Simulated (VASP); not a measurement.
# NaPbF3 in VASP: notebook, part 2 of 2

VASP 6.6.1. The steps go on from the part before.

## 5. Single point, r2SCAN (epitaxial xy strain -1.5%)

Input file POSCAR:

```
NaPbF3
1.0
    4.6958791531      0.0000000000      0.0000000000
    0.0000000000      4.6958791531      0.0000000000
    0.0000000000      0.0000000000      4.7907238903
Na Pb F
1 1 3
Direct
    0.0000000000      0.0000000000      0.0000000000
    0.5000000000      0.5000000000      0.5000000000
    0.5000000000      0.5000000000      0.0000000000
    0.5000000000      0.0000000000      0.5000000000
    0.0000000000      0.5000000000      0.5000000000
```

Input file INCAR.step1:

```
  PREC = Accurate
  ENCUT = 520
  ISMEAR = 0
  SIGMA = 0.01
  LREAL = False
  LASPH = True
  NELM = 60
  NBANDS = 29
  GGA = PE
  ALGO = Normal
  EDIFF = 1E-4
  LWAVE = True
  LCHARG = False
```

Input file INCAR.step2:

```
  PREC = Accurate
  ENCUT = 520
  EDIFF = 1E-6
  ISMEAR = 0
  SIGMA = 0.01
  LREAL = False
  LASPH = True
  NELM = 60
  ALGO = Normal
  ISIF = 2
  LWAVE = False
  LCHARG = True
  METAGGA = R2SCAN
  LMIXTAU = True
  LELF = True
  LVHAR = True
  NBANDS = 29
  ISTART = 1
```

Input file KPOINTS:

```
Automatic mesh
0
Gamma
  6 6 6
```

Potentials or basis: VASP PAW PBE potentials, release 64 (Na_pv, Pb_d, F).

Launch:

```
$ cat potpaw_PBE.64/Na_pv/POTCAR potpaw_PBE.64/Pb_d/POTCAR potpaw_PBE.64/F/POTCAR > POTCAR
$ cp INCAR.step1 INCAR
$ mpirun -np 1 vasp_std > vasp.out
$ cp INCAR.step2 INCAR
$ mpirun -np 1 vasp_std > vasp.out
```

OUTCAR:

```text
PREC = Accurate
   ENCUT = 520
   EDIFF = 1E-6
   ISMEAR = 0
   LREAL = False
   LASPH = True
   NELM = 60
   ISIF = 2
   METAGGA = R2SCAN
   ISTART = 1

 ion  position               nearest neighbor table
   1  0.000  0.000  0.000-
   2  0.500  0.500  0.500-   4 2.35   5 2.35   4 2.35   5 2.35   3 2.40   3 2.40
   3  0.500  0.500  0.000-   2 2.40   2 2.40
   4  0.500  0.000  0.500-   2 2.35   2 2.35
   5  0.000  0.500  0.500-   2 2.35   2 2.35

  LATTYP: Found a simple tetragonal cell.
 ALAT       =     4.6958791531
 C/A-ratio  =     1.0201974399

  Lattice vectors:

 A1 = (   4.6958791531,   0.0000000000,   0.0000000000)
 A2 = (   0.0000000000,   4.6958791531,   0.0000000000)
 A3 = (   0.0000000000,   0.0000000000,   4.7907238903)

Analysis of symmetry for initial positions (statically):
=====================================================================
 Subroutine PRICEL returns:
 Original cell was already a primitive cell.

 Routine SETGRP: Setting up the symmetry group for a
 simple tetragonal supercell.

 Subroutine GETGRP returns: Found 16 space group operations
 (whereof 16 operations were pure point group operations)
 out of a pool of 16 trial point group operations.

The static configuration has the point symmetry D_4h.

Analysis of symmetry for dynamics (positions and initial velocities):
=====================================================================
 Subroutine PRICEL returns:
 Original cell was already a primitive cell.

 Routine SETGRP: Setting up the symmetry group for a
 simple tetragonal supercell.

 Subroutine GETGRP returns: Found 16 space group operations
 (whereof 16 operations were pure point group operations)
 out of a pool of 16 trial point group operations.

The dynamic configuration has the point symmetry D_4h.

 Subroutine INISYM returns: Found 16 space group operations
[... 120 lines left out ...]
   IALGO  =     38    algorithm
   IMIX   =      4    mixing-type and parameters
     AMIX     =   0.40;   BMIX     =  1.00
     AMIX_MAG =   1.60;   BMIX_MAG =  1.00
  volume/ion in A,a.u.               =      21.13       142.58
  Fermi-wavevector in a.u.,A,eV,Ry     =   1.203778  2.274810 19.715939  1.449081
  Thomas-Fermi vector in A             =   2.339521
   LORBIT       =      0    0 simple, 1 ext, 2 COOP (PROOUT), +10 PAW based schemes
   METAGGA = R2SCAN    functional components
   LHFCALC =     F    Hartree Fock is set to
   AEXX    =    0.0000 exact exchange contribution
   IVDW    =     0    specifies the selected vdW correction
   LEPSILON=     F    determine dielectric tensor
   LRPA    =     F    only Hartree local field effects (RPA)
 non-spin polarized calculation
 Gauss-broadening in eV      SIGMA  =   0.01
  energy-cutoff  :      520.00
  volume of cell :      105.64
 maximum number of plane-waves:      2872
 NGX is ok and might be reduce to    36
   NGX = 17   NGY = 17   NGZ = 17

 number of electron      41.9999981 magnetization

 Free energy of the ion-electron system (eV)
  ---------------------------------------------------
  ext. energy  EPLUGINS =         0.00000000
  ---------------------------------------------------
  free energy    TOTEN  =       -80.97091070 eV

  energy without entropy =      -80.97091070  energy(sigma->0) =      -80.97091070

 E-fermi :   1.7708     XC(G=0):  -8.1149

 val. band max:        1.6594013845   @ k =   0.5000   0.5000   0.5000
 cond. band min:       3.8515740777   @ k =   0.0000   0.0000   0.0000
 fundamental gap:      2.1921726932
 Fermi energy:         1.7708349912

 k-point     1 :       0.0000    0.0000    0.0000
  band No.  band energies     occupation
      1     -24.8258      2.00000
      2     -24.8243      2.00000
      3     -24.8243      2.00000
      4     -22.9514      2.00000
      5     -22.8182      2.00000
      6     -22.6832      2.00000
[... 757 lines left out ...]
     28       9.9784      0.00000
     29      12.0568      0.00000

 [... further k-points ...]

------------------------ aborting loop because EDIFF is reached ----------------------------------------

  FORCE on cell =-STRESS in cart. coord.  units (eV):
  Direction    XX          YY          ZZ          XY          YZ          ZX
  --------------------------------------------------------------------------------------
  -------------------------------------------------------------------------------------
  Total        1.2264501      1.2264501     -0.0247834      0.0000000      0.0000000      0.0000000
  in kB       18.6005379     18.6005379     -0.3758688      0.0000000      0.0000000      0.0000000
  external PRESSURE =      12.2750690 kB  Pullay stress =       0.0000000 kB

 VOLUME and BASIS-vectors are now :
 -----------------------------------------------------------------------------
  energy-cutoff  :      520.00
  volume of cell :      105.64
      direct lattice vectors                 reciprocal lattice vectors
     4.695879153  0.000000000  0.000000000     0.212952669  0.000000000  0.000000000
     0.000000000  4.695879153  0.000000000     0.000000000  0.212952669  0.000000000
     0.000000000  0.000000000  4.790723890     0.000000000  0.000000000  0.208736722

 POSITION                                       TOTAL-FORCE (eV/Angst)
 -----------------------------------------------------------------------------------
      0.00000      0.00000      0.00000         0.000000      0.000000      0.000000
      2.34794      2.34794      2.39536         0.000000      0.000000      0.000000
      2.34794      2.34794      0.00000         0.000000      0.000000      0.000000
      2.34794      0.00000      2.39536         0.000000      0.000000      0.000000
      0.00000      2.34794      2.39536         0.000000      0.000000      0.000000
 -----------------------------------------------------------------------------------
    total drift:                                0.000000      0.000000      0.000000

  FREE ENERGIE OF THE ION-ELECTRON SYSTEM (eV)
  ---------------------------------------------------
  free  energy   TOTEN  =       -80.9709106990 eV

  energy  without entropy=      -80.9709106990  energy(sigma->0) =      -80.97091070
```

It took 2.2 min on 1 thread of Intel Xeon 6975P-C (Granite Rapids), shared host; peak memory 0.29 GiB.

What came out:

| Property | Result |
| --- | --- |
| Free energy | -80.9709 eV |
| Pressure | 1.2 GPa |
| Band gap on the k mesh | 2.19 eV (least direct gap 3.48 eV) |

Caveat: the cell differs from its parent crystal (epitaxial xy strain -1.5%); the PAW data sets were made with another functional, which shifts forces and pressure a little; spin-orbit coupling is left out, which moves the levels of the heavy elements.

## 6. Single point, r2SCAN (uniaxial x strain +0.5%)

POSCAR: that of step 5 with these lines changed.

```diff
@@ -2,5 +2,5 @@
 1.0
-    4.6958791531      0.0000000000      0.0000000000
-    0.0000000000      4.6958791531      0.0000000000
-    0.0000000000      0.0000000000      4.7907238903
+    4.7912269531      0.0000000000      0.0000000000
+    0.0000000000      4.7673900031      0.0000000000
+    0.0000000000      0.0000000000      4.7673900031
 Na Pb F
```

Input file INCAR.step1:

```
SYSTEM = NaPbF3
PREC     = Accurate       ! precision mode
ENCUT    = 520            ! plane-wave cutoff, eV
ISMEAR   = 0              ! smearing method
SIGMA    = 0.01           ! smearing width, eV
LREAL    = .False.        ! projectors in reciprocal space
LASPH    = .True.         ! aspherical terms in the spheres
NELM     = 60             ! most SCF steps
NBANDS   = 29             ! bands
GGA      = PE             ! functional
ALGO     = Normal         ! electronic algorithm
EDIFF    = 1E-4           ! SCF threshold, eV
LWAVE    = .True.         ! write WAVECAR
LCHARG   = .False.        ! write CHGCAR
```

Input file INCAR.step2:

```
SYSTEM = NaPbF3
PREC     = Accurate       ! precision mode
ENCUT    = 520            ! plane-wave cutoff, eV
EDIFF    = 1E-7           ! SCF threshold, eV
ISMEAR   = 0              ! smearing method
SIGMA    = 0.01           ! smearing width, eV
LREAL    = .False.        ! projectors in reciprocal space
LASPH    = .True.         ! aspherical terms in the spheres
NELM     = 60             ! most SCF steps
ALGO     = Normal         ! electronic algorithm
ISIF     = 2              ! what is computed and relaxed
LWAVE    = .False.        ! write WAVECAR
LCHARG   = .False.        ! write CHGCAR
METAGGA  = R2SCAN         ! meta-GGA
LMIXTAU  = .True.       
NBANDS   = 29             ! bands
ISTART   = 1
```

Input file KPOINTS:

```
Automatic mesh
0
Gamma
  6 6 6
  0 0 0
```

Potentials or basis: VASP PAW PBE potentials, release 64 (Na_pv, Pb_d, F).

Launch:

```
$ cat potpaw_PBE.64/Na_pv/POTCAR potpaw_PBE.64/Pb_d/POTCAR potpaw_PBE.64/F/POTCAR > POTCAR
$ cp INCAR.step1 INCAR
$ mpirun -np 1 vasp_std > vasp.out
$ cp INCAR.step2 INCAR
$ mpirun -np 1 vasp_std > vasp.out
```

Wall time 2.5 min (1 thread of Intel Xeon 6975P-C (Granite Rapids), shared host); peak memory 0.3 GiB.

Results (log left out):

```
Free energy            : -80.9922 eV
Pressure               : -0.3 GPa
Band gap on the k mesh : 2.40 eV (least direct gap 3.66 eV)
```

Stress tensor (GPa, compression positive):
```
-0.54  0.00  0.00
 0.00 -0.12  0.00
 0.00  0.00 -0.12
```

Levels at points of the mesh, in eV from the valence-band top:
```tsv
k point	band 19	band 20	band 21	band 22	band 23	band 24
(0.00, 0.00, 0.00)	-4.19	-4.17	-4.17	2.40	6.33	6.40
(0.50, 0.00, 0.00)	-4.20	-4.20	-2.22	2.54	5.18	6.51
(0.00, 0.50, 0.00)	-4.20	-4.18	-2.19	2.57	5.18	6.44
(0.50, 0.50, 0.00)	-4.13	-3.89	-1.01	3.45	3.48	4.24
(0.00, 0.50, 0.50)	-4.14	-3.90	-0.98	3.48	3.48	4.26
(0.50, 0.50, 0.50)	-3.88	-3.88	0.00	3.66	3.70	3.70
```

Caveat: the cell differs from its parent crystal (uniaxial x strain +0.5%); the PAW data sets were made with another functional, which shifts forces and pressure a little; spin-orbit coupling is left out, which moves the levels of the heavy elements. A k mesh can miss the band edges.

## 7. The runs side by side

```csv
level,cell,smearing,gap on the mesh (eV),pressure (GPa)
r2SCAN,"a = 4.767 Å, 5 atoms",gaussian 0.01 eV,2.37,0.0
PBE,"a = 4.672, b = 4.672, c = 4.799 Å, 5 atoms",fermi-dirac 0.02 eV,1.63,3.0
r2SCAN,"a = 4.672, b = 4.672, c = 4.799 Å, 5 atoms",gaussian 0.01 eV,2.13,1.7
r2SCAN,"a = 4.696, b = 4.696, c = 4.791 Å, 5 atoms",gaussian 0.01 eV,2.19,1.2
r2SCAN,"a = 4.791, b = 4.767, c = 4.767 Å, 5 atoms",gaussian 0.01 eV,2.40,-0.3
```

Alike in all rows: task single point; potentials or basis VASP PAW PBE potentials, release 64 (Na_pv, Pb_d, F); no spin polarisation; k mesh 6 × 6 × 6; cutoff (eV) 520.

Caveats: spin-orbit coupling is left out, which moves the levels of the heavy elements; the PAW data sets were made with another functional, which shifts forces and pressure a little (at least some runs).

Absolute energies hang on the potentials; compare differences alone.
